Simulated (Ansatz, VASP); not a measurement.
**One calculation of ZnS, two programs**

```
Zn S
1.0
     3.82270    0.00000    0.00000
    -1.91135    3.31056    0.00000
     0.00000    0.00000   12.52000
Zn S
4 4
Direct
  0.66667 0.33333 0.75000
  0.33333 0.66667 0.25000
  0.00000 0.00000 0.50000
  0.00000 0.00000 0.00000
  0.66667 0.33333 0.93750
  0.33333 0.66667 0.43750
  0.00000 0.00000 0.68750
  0.00000 0.00000 0.18750
```

Alike in both runs: functional PBE exchange alone; k mesh 8 × 8 × 3; occupations fermi-dirac, width 0.05 eV; no spin polarisation.

|  | VASP | Ansatz |
| --- | --- | --- |
| version | VASP 6.6.1 | Ansatz 0.2.0 |
| potentials or method | VASP PAW PBE potentials, release 64 (Zn, S) | Ansatz PAW |
| plane-wave cutoff (eV) | 520 | 420 |
| valence electrons in the cell | 72 | 72 |
| task | single point | band structure |

Ansatz gave:

| Item | Value |
| --- | --- |
| gap on the k mesh at the Fermi level (eV) | 2.16 |
| least direct gap on the mesh (eV) | 2.16 |
| pressure (GPa) | 11.8 |
| rms of the force components (eV/Å) | 0.022 |

Question: Which values does VASP return?

Answer: gap on the k mesh at the Fermi level (eV): 2.17; least direct gap on the mesh (eV): 2.17; pressure (GPa): 11.8; rms of the force components (eV/Å): 0.022.

VASP's potentials were made for PBE, not for PBE exchange alone. Atom by atom the forces differ by 0.000 eV/Å (rms over components). The functional is the same, so the differences come from potentials, cutoffs and numerics.
